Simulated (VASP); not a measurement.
**PbSe: relaxation of cell and atoms with PBE**

The system is PbSe.

```
CELL_PARAMETERS angstrom
0.00000 2.82501 2.82501
2.82501 0.00000 2.82501
2.82501 2.82501 0.00000
ATOMIC_POSITIONS crystal
Pb 0.00000 0.00000 0.00000
Se 0.50000 0.50000 0.50000
```

- Program: VASP 6.6.1
- Task: relaxation of cell and atoms
- Functional: PBE
- Potentials or basis: VASP PAW PBE potentials, release 64 (Pb_d, Se)
- Cutoff: 600 eV
- k mesh: 8 × 8 × 8
- Occupations: fermi-dirac, width 0.02 eV
- Spin: no spin polarisation
- Dipole correction: no
- Further INCAR settings: ALGO = Normal; EDIFF = 1e-07; IBRION = 2; EDIFFG = -0.005; NSW = 80; ISIF = 3

* Relaxed volume: 30.02 Å³/atom
* Relaxed cell: a = 4.395 Å, b = 4.395 Å, c = 4.395 Å, α = 60.00°, β = 60.00°, γ = 60.00°
* Space group after relaxing (to 0.05 Å): Fm-3m (No. 225)
* Energy gained by relaxing: 450.7 meV/atom
* Ionic steps: 5
* Pressure after relaxing: 0.0 GPa
* Band gap on the k mesh: 0.44 eV, direct

The path:
| step | energy change (eV) | largest force (eV/Å) | pressure (GPa) | volume (Å³) |
| --- | --- | --- | --- | --- |
| 1 | 0.0000 | 0.0000 | 25.00 | 45.09 |
| 2 | -0.6481 | 0.0000 | -5.66 | 72.17 |
| 3 | -0.9013 | 0.0000 | 0.10 | 59.95 |
| 4 | -0.9013 | 0.0000 | -0.15 | 60.27 |
| 5 | -0.9014 | 0.0000 | 0.02 | 60.04 |

Final structure:
```xyz
2
Lattice="0.0000 3.1080 3.1080 3.1080 0.0000 3.1080 3.1080 3.1080 0.0000" Properties=species:S:1:pos:R:3 pbc="T T T"
Pb    0.0000    0.0000    0.0000
Se    3.1080    3.1080    3.1080
```

Levels at points of the mesh, in eV from the valence-band top:
| k point | band 6 | band 7 | band 8 | band 9 | band 10 | band 11 | band 12 | band 13 | band 14 |
| --- | --- | --- | --- | --- | --- | --- | --- | --- | --- |
| (0.00, 0.00, 0.00) | -13.18 | -6.34 | -1.64 | -1.64 | -1.64 | 4.64 | 4.64 | 4.64 | 6.65 |
| (0.50, 0.00, 0.00) | -12.22 | -8.52 | -1.26 | -1.26 | 0.00 | 0.44 | 1.82 | 1.82 | 8.53 |
| (0.50, 0.50, 0.00) | -11.92 | -7.28 | -4.57 | -2.92 | -2.92 | 3.92 | 5.47 | 5.47 | 5.88 |

It took 50 s on 1 thread of AMD EPYC 9R45 (Zen 5) (shared host), peak memory 0.17 GiB.

Caveat: the volume moved by over 15 % at a fixed basis, so the end points are rough; spin-orbit coupling is left out, which moves the levels of the heavy elements. A k mesh can miss the band edges.
